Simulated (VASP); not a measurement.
# Ge (Imma) in VASP: a series of runs

Ge is run at these levels: LDA; tasks: single point.

Everything below comes from runs of VASP 6.6.1. Logs are shortened: lines on timing, memory, paths and dates and some standing lists are left out, and cuts for length are marked.

**1. The cell of the first run**

The structure is orthorhombic, space group Imma (No. 74). The conventional cell has a = 4.855 Å, b = 5.156 Å, c = 2.795 Å, α = 90.00°, β = 90.00°, γ = 90.00°. Ge (site symmetry mm2) has 8 Ge at 2.60 to 3.00 Å within 3.4 Å.

**2. Single point, LDA**

INCAR reads:

```
PREC = Accurate
ENCUT = 520
EDIFF = 1E-6
ISMEAR = -1
SIGMA = 0.1
LREAL = False
LASPH = True
NELM = 80
ALGO = Normal
ISIF = 2
LWAVE = False
LCHARG = True
LELF = True
LVHAR = True
NBANDS = 21
```

KPOINTS reads:

```
Automatic mesh
0
Gamma
  11 11 11
```

POSCAR reads:

```
Ge
1.0
   -2.4274844514      2.5781968159      1.3975615138
    2.4274844514     -2.5781968159      1.3975615138
    2.4274844514      2.5781968159     -1.3975615138
Ge
2
Direct
    0.1859400000      0.9359400000      0.2500000000
    0.8140600000      0.0640600000      0.7500000000
```

Potentials or basis: VASP PAW LDA potentials, release 64 (Ge_d).

Started as:

```console
$ cat potpaw_LDA.64/Ge_d/POTCAR > POTCAR
$ mpirun -np 1 vasp_std > vasp.out
```

OUTCAR:

```text
PREC = Accurate
   ENCUT = 520
   EDIFF = 1E-6
   ISMEAR = -1
   LREAL = False
   LASPH = True
   NELM = 80
   ISIF = 2

 ion  position               nearest neighbor table
   1  0.186  0.936  0.250-   2 2.60   2 2.60   2 2.64   2 2.64
   2  0.814  0.064  0.750-   1 2.60   1 2.60   1 2.64   1 2.64

  LATTYP: Found a body centered orthorhombic cell.
 ALAT       =     2.7951230276
 B/A-ratio  =     1.7369428304
 C/A-ratio  =     1.8447823516

  Lattice vectors:

 A1 = (   2.4274844514,  -2.5781968159,   1.3975615138)
 A2 = (  -2.4274844514,  -2.5781968159,  -1.3975615138)
 A3 = (   2.4274844514,   2.5781968159,  -1.3975615138)

Analysis of symmetry for initial positions (statically):
=====================================================================
 Subroutine PRICEL returns:
 Original cell was already a primitive cell.

 Routine SETGRP: Setting up the symmetry group for a
 body centered orthorhombic supercell.

 Subroutine GETGRP returns: Found  8 space group operations
 (whereof  4 operations were pure point group operations)
 out of a pool of  8 trial point group operations.

The static configuration has the point symmetry C_2h.
 The point group associated with its full space group is D_2h.

Analysis of symmetry for dynamics (positions and initial velocities):
=====================================================================
 Subroutine PRICEL returns:
 Original cell was already a primitive cell.

 Routine SETGRP: Setting up the symmetry group for a
 body centered orthorhombic supercell.

 Subroutine GETGRP returns: Found  8 space group operations
 (whereof  4 operations were pure point group operations)
 out of a pool of  8 trial point group operations.

The dynamic configuration has the point symmetry C_2h.
 The point group associated with its full space group is D_2h.

 Subroutine INISYM returns: Found  8 space group operations
 (whereof  4 operations are pure point group operations),
 and found     1 'primitive' translations

----------------------------------------------------------------------------------------

                                     Primitive cell

  volume of cell :      34.9867

  direct lattice vectors                    reciprocal lattice vectors
    -2.427484451  2.578196816  1.397561514     0.000000000  0.193933992  0.357766005
     2.427484451 -2.578196816  1.397561514     0.205974543  0.000000000  0.357766005
     2.427484451  2.578196816 -1.397561514     0.205974543  0.193933992  0.000000000

  length of vectors
     3.806961750  3.806961750  3.806961750     0.406948286  0.412822028  0.282906178

  position of ions in fractional coordinates (direct lattice)
     0.185940000  0.935940000  0.250000000
     0.814060000  0.064060000  0.750000000

  ion indices of the primitive-cell ions
   primitive index   ion index
                 1           1
                 2           2

----------------------------------------------------------------------------------------

 KPOINTS: Automatic mesh

Automatic generation of k-mesh.
 Grid dimensions read from file:
 generate k-points for:   11   11   11

 Generating k-lattice:

  Cartesian coordinates                     Fractional coordinates (reciprocal lattice)
     0.000000000  0.017630363  0.032524182     0.090909091  0.000000000 -0.000000000
     0.018724958  0.000000000  0.032524182     0.000000000  0.090909091  0.000000000
     0.018724958  0.017630363  0.000000000    -0.000000000  0.000000000  0.090909091

  Length of vectors
     0.036995299  0.037529275  0.025718743

  Shift w.r.t. Gamma in fractional coordinates (k-lattice)
     0.000000000  0.000000000  0.000000000

 Subroutine IBZKPT returns following result:
 ===========================================

 Found    216 irreducible k-points:

 Following reciprocal coordinates:
            Coordinates               Weight
  0.000000  0.000000  0.000000      1.000000
  0.090909 -0.000000  0.000000      4.000000
  0.181818  0.000000  0.000000      4.000000
  0.272727  0.000000  0.000000      4.000000
  0.363636 -0.000000  0.000000      4.000000
  0.454545  0.000000  0.000000      4.000000
[... 16 lines left out ...]
  0.454545  0.181818  0.000000      8.000000
 -0.454545  0.181818  0.000000      8.000000
 [... further k-points ...]
   k-points           NKPTS =    216   k-points in BZ     NKDIM =    216   number of bands    NBANDS=     21
   number of dos      NEDOS =    301   number of ions     NIONS =      2
   total plane-waves  NPLWV =  21952
   dimension x,y,z NGX =    28 NGY =   28 NGZ =   28
   dimension x,y,z NGXF=    56 NGYF=   56 NGZF=   56
   ions per type =               2
   NGX,Y,Z   is equivalent  to a cutoff of  12.23, 12.23, 12.23 a.u.
   NGXF,Y,Z  is equivalent  to a cutoff of  24.45, 24.45, 24.45 a.u.
 SYSTEM =  unknown system
   PREC   = accura    normal or accurate (medium, high low for compatibility)
   ISTART =      0    job   : 0-new  1-cont  2-samecut
   ICHARG =      2    charge: 1-file 2-atom 10-const
   ISPIN  =      1    spin polarized calculation?
   LNONCOLLINEAR =      F non collinear calculations
   LSORBIT =      F    spin-orbit coupling
   LASPH  =      T    aspherical Exc in radial PAW
   ENCUT  =  520.0 eV  38.22 Ry    6.18 a.u.   7.08  7.08  7.08*2*pi/ulx,y,z
   NELM   =     80;   NELMIN=  2; NELMDL= -5     # of ELM steps
   EDIFF  = 0.1E-05   stopping-criterion for ELM
   LREAL  =      F    real-space projection
   EDIFFG = 0.1E-04   stopping-criterion for IOM
   NSW    =      0    number of steps for IOM
   IBRION =     -1    ionic relax: 0-MD 1-quasi-New 2-CG
   NFREE  =      0    steps in history (QN), initial steepest desc. (CG)
   ISIF   =      2    stress and relaxation
   ISYM   =      2    0-nonsym 1-usesym 2-fastsym
   POTIM  = 0.5000    time-step for ionic-motion
   TEBEG  =    0.0;   TEEND  =   0.0 temperature during run
   PSTRESS=    0.0 pullay stress
   NELECT =      28.0000    total number of electrons
   NUPDOWN=      -1.0000    fix difference up-down
   EMIN   =  10.00;   EMAX   =-10.00  energy-range for DOS
   EFERMI =   0.00;   METHOD = LEGACY
   ISMEAR =    -1;   SIGMA  =   0.10  broadening in eV -4-tet -1-fermi 0-gaus
   EFERMI_NEDOS =   21; number of points for ismear=-14 and -15
   IALGO  =     38    algorithm
   IMIX   =      4    mixing-type and parameters
     AMIX     =   0.40;   BMIX     =  1.00
     AMIX_MAG =   1.60;   BMIX_MAG =  1.00
  volume/ion in A,a.u.               =      17.49       118.05
  Fermi-wavevector in a.u.,A,eV,Ry     =   1.519940  2.872270 31.432406  2.310217
  Thomas-Fermi vector in A             =   2.628858
   LORBIT       =      0    0 simple, 1 ext, 2 COOP (PROOUT), +10 PAW based schemes
   GGA     = CA    functional components
   LHFCALC =     F    Hartree Fock is set to
   AEXX    =    0.0000 exact exchange contribution
   IVDW    =     0    specifies the selected vdW correction
   LEPSILON=     F    determine dielectric tensor
   LRPA    =     F    only Hartree local field effects (RPA)
 non-spin polarized calculation
  energy-cutoff  :      520.00
  volume of cell :       34.99
 maximum number of plane-waves:       956
   NGX = 15   NGY = 15   NGZ = 15

 number of electron      27.9999975 magnetization

 Free energy of the ion-electron system (eV)
  ---------------------------------------------------
  ext. energy  EPLUGINS =         0.00000000
  ---------------------------------------------------
  free energy    TOTEN  =       -10.01433720 eV

  energy without entropy =       -9.99022412  energy(sigma->0) =      -10.00228066

 E-fermi :   7.2125     XC(G=0): -11.9027

 val. band max:        7.1901521941   @ k =   0.4545   0.3636   0.0000
 cond. band min:       7.2212910465   @ k =  -0.2727   0.3636   0.1818
 fundamental gap:      0.0311388524
 Fermi energy:         7.2124960579

 k-point     1 :       0.0000    0.0000    0.0000
  band No.  band energies     occupation
      1     -17.7303      2.00000
      2     -17.6309      2.00000
      3     -17.6304      2.00000
      4     -17.6252      2.00000
      5     -17.5792      2.00000
      6     -17.5344      2.00000
[... 13 lines left out ...]
     20      18.3869      0.00000
     21      20.6229      0.00000

 k-point     2 :       0.0909   -0.0000    0.0000
  band No.  band energies     occupation
      1     -17.7225      2.00000
      2     -17.6255      2.00000
      3     -17.6211      2.00000
      4     -17.6113      2.00000
      5     -17.5815      2.00000
      6     -17.5379      2.00000
[... 13 lines left out ...]
     20      18.5506      0.00000
     21      19.6886      0.00000

 k-point     3 :       0.1818    0.0000    0.0000
  band No.  band energies     occupation
      1     -17.7012      2.00000
      2     -17.6110      2.00000
      3     -17.5957      2.00000
      4     -17.5868      2.00000
      5     -17.5763      2.00000
      6     -17.5436      2.00000
[... 13 lines left out ...]
     20      16.6493      0.00000
     21      19.8404      0.00000

 k-point     4 :       0.2727    0.0000    0.0000
  band No.  band energies     occupation
      1     -17.6714      2.00000
      2     -17.5979      2.00000
      3     -17.5839      2.00000
      4     -17.5741      2.00000
      5     -17.5355      2.00000
      6     -17.5328      2.00000
[... 13 lines left out ...]
     20      15.4103      0.00000
     21      20.5508      0.00000

 k-point     5 :       0.3636   -0.0000    0.0000
  band No.  band energies     occupation
      1     -17.6402      2.00000
      2     -17.5972      2.00000
      3     -17.5676      2.00000
      4     -17.5644      2.00000
      5     -17.5399      2.00000
      6     -17.5387      2.00000
[... 13 lines left out ...]
     20      15.9541      0.00000
     21      21.8099      0.00000

 k-point     6 :       0.4545    0.0000    0.0000
  band No.  band energies     occupation
      1     -17.6145      2.00000
      2     -17.5909      2.00000
      3     -17.5728      2.00000
      4     -17.5700      2.00000
      5     -17.5544      2.00000
      6     -17.5361      2.00000
[... 13 lines left out ...]
     20      18.5894      0.00000
     21      19.4462      0.00000

 k-point     7 :       0.0000    0.0909    0.0000
  band No.  band energies     occupation
      1     -17.7249      2.00000
      2     -17.6259      2.00000
      3     -17.6223      2.00000
      4     -17.6160      2.00000
      5     -17.5743      2.00000
      6     -17.5400      2.00000
[... 13 lines left out ...]
     20      18.6531      0.00000
     21      18.6973      0.00000
[... 291 lines left out ...]
      1     -17.6831      2.00000
      2     -17.6040      2.00000
      3     -17.5942      2.00000
      4     -17.5809      2.00000
      5     -17.5558      2.00000
      6     -17.5068      2.00000
[... 13 lines left out ...]
     20      15.7138      0.00000
     21      18.4564      0.00000

 k-point    21 :       0.2727    0.1818    0.0000
  band No.  band energies     occupation
      1     -17.6653      2.00000
      2     -17.6027      2.00000
      3     -17.5978      2.00000
      4     -17.5696      2.00000
      5     -17.5381      2.00000
      6     -17.5278      2.00000
[... 13 lines left out ...]
     20      17.5852      0.00000
     21      19.8617      0.00000

 k-point    22 :       0.3636    0.1818    0.0000
  band No.  band energies     occupation
      1     -17.6461      2.00000
      2     -17.6090      2.00000
      3     -17.5899      2.00000
      4     -17.5492      2.00000
      5     -17.5470      2.00000
      6     -17.5130      2.00000
[... 13 lines left out ...]
     20      18.6429      0.00000
     21      20.0159      0.00000

 k-point    23 :       0.4545    0.1818    0.0000
  band No.  band energies     occupation
      1     -17.6361      2.00000
      2     -17.5995      2.00000
      3     -17.5747      2.00000
      4     -17.5656      2.00000
      5     -17.5405      2.00000
      6     -17.5053      2.00000
[... 13 lines left out ...]
     20      18.5030      0.00000
     21      19.8069      0.00000

 k-point    24 :      -0.4545    0.1818    0.0000
  band No.  band energies     occupation
      1     -17.6397      2.00000
      2     -17.5923      2.00000
      3     -17.5807      2.00000
      4     -17.5604      2.00000
      5     -17.5550      2.00000
      6     -17.5060      2.00000
[... 13 lines left out ...]
     20      18.4291      0.00000
     21      18.6958      0.00000

 [... further k-points ...]
[... 5 lines left out ...]
  --------------------------------------------------------------------------------------
  -------------------------------------------------------------------------------------
  Total        0.7713273      0.3168496      0.4299471      0.0000000      0.0000000      0.0000000
  in kB       35.3220453     14.5097602     19.6889334      0.0000000      0.0000000      0.0000000
  external PRESSURE =      23.1735796 kB  Pullay stress =       0.0000000 kB

 VOLUME and BASIS-vectors are now :
 -----------------------------------------------------------------------------
  energy-cutoff  :      520.00
  volume of cell :       34.99
      direct lattice vectors                 reciprocal lattice vectors
    -2.427484451  2.578196816  1.397561514     0.000000000  0.193933992  0.357766005
     2.427484451 -2.578196816  1.397561514     0.205974543  0.000000000  0.357766005
     2.427484451  2.578196816 -1.397561514     0.205974543  0.193933992  0.000000000

 POSITION                                       TOTAL-FORCE (eV/Angst)
 -----------------------------------------------------------------------------------
      2.42748     -1.28910      1.21851        -0.000000      0.000000     -0.053752
      0.00000      3.86730      0.17906         0.000000     -0.000000      0.053752
 -----------------------------------------------------------------------------------
    total drift:                                0.000000      0.000000     -0.000000

  FREE ENERGIE OF THE ION-ELECTRON SYSTEM (eV)
  ---------------------------------------------------
  free  energy   TOTEN  =       -10.0143372048 eV

  energy  without entropy=       -9.9902241239  energy(sigma->0) =      -10.00228066
```

Run time: 97 s. Hardware: 1 thread of Intel Xeon Platinum 8124M at 3.00GHz (Skylake/Cascade Lake), shared host; peak memory 0.23 GiB.

What came out:

```
Free energy            : -10.0143 eV
Pressure               : 2.3 GPa
Largest force          : 0.054 eV/Å
Band gap on the k mesh : zero (band 14 reaches 9.55 eV, above the bottom of band 15 at 3.74 eV)
```

Forces in eV/Å, atoms in the order of the input:
```
Ge   0.000  0.000 -0.054
Ge   0.000  0.000  0.054
```

[end of part 1 of 3]
